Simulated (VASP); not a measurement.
Input of a VASP 6.6.1 run:

File INCAR:

```
SYSTEM = SnSe
PREC = Accurate
ENCUT = 520
EDIFF = 1E-6
ISMEAR = 0
SIGMA = 0.05
LREAL = .FALSE.
LASPH = .TRUE.
NELM = 80
ALGO = Normal
ISIF = 2
LWAVE = .FALSE.
LCHARG = .FALSE.
GGA = PE
NBANDS = 17
```

KPOINTS

```
regular mesh
0
G
  10 10 10
  0 0 0
```

The input POSCAR:

```
SnSe
1.0
    0.0000000000      2.9727964000      2.9727964000
    2.9727964000      0.0000000000      2.9727964000
    2.9727964000      2.9727964000      0.0000000000
Sn Se
1 1
Direct
    0.0000000000      0.0000000000      0.0000000000
    0.5000000000      0.5000000000      0.5000000000
```

Potentials or basis: VASP PAW PBE potentials, release 64 (Sn_d, Se).

Launch:

```sh
$ cat potpaw_PBE.64/Sn_d/POTCAR potpaw_PBE.64/Se/POTCAR > POTCAR
$ mpirun -np 1 vasp_std > vasp.out
```

Task: Predict the band gap on the k mesh.

Result: 0.53 eV, indirect (least direct gap 0.62 eV).

Task: What does it give for the pressure?

Result: 3.2 GPa.

Caveat: the cell differs from its parent crystal (strained); spin-orbit coupling is left out, which moves the levels of the heavy elements. A k mesh can miss the band edges.
